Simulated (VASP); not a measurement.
A run of VASP 6.6.1:

File INCAR:

```
SYSTEM = Cs
PREC     = Accurate       ! precision mode
ENCUT    = 520            ! plane-wave cutoff, eV
EDIFF    = 1E-6           ! SCF threshold, eV
ISMEAR   = -1             ! smearing method
SIGMA    = 0.1            ! smearing width, eV
LREAL    = .False.        ! projectors in reciprocal space
LASPH    = .True.         ! aspherical terms in the spheres
NELM     = 100            ! most SCF steps
ALGO     = Normal         ! electronic algorithm
ISIF     = 2              ! what is computed and relaxed
LWAVE    = .False.        ! write WAVECAR
LCHARG   = .False.        ! write CHGCAR
GGA      = PS             ! functional
NBANDS   = 20             ! bands
```

Contents of KPOINTS:

```
Automatic mesh
0
Gamma
  5 5 7
  0 0 0
```

POSCAR

```
Cs
1.0
    8.7060393324      0.0000000000      0.0000000000
   -4.3530196662      7.5396512282      0.0000000000
    0.0000000000      0.0000000000      5.1820788179
Cs
3
Direct
    0.0000000000      0.0000000000      0.0000000000
    0.3333333333      0.6666666667      0.5000000000
    0.6666666667      0.3333333333      0.5000000000
```

Potentials or basis: VASP PAW PBE potentials, release 64 (Cs_sv).

The run is started by

```sh
$ cat potpaw_PBE.64/Cs_sv/POTCAR > POTCAR
$ mpirun -np 1 vasp_std > vasp.out
```

Hardware: 1 thread of AMD EPYC 9R45 96-Core Processor (Zen 5), on a shared host.

Question: Estimate the wall time of this run.

Answer: Run time: 54 s on 1 thread of AMD EPYC 9R45 96-Core Processor (Zen 5), with other jobs on the host, peak memory 0.42 GiB. Counts: scf iterations 10, k points 20.
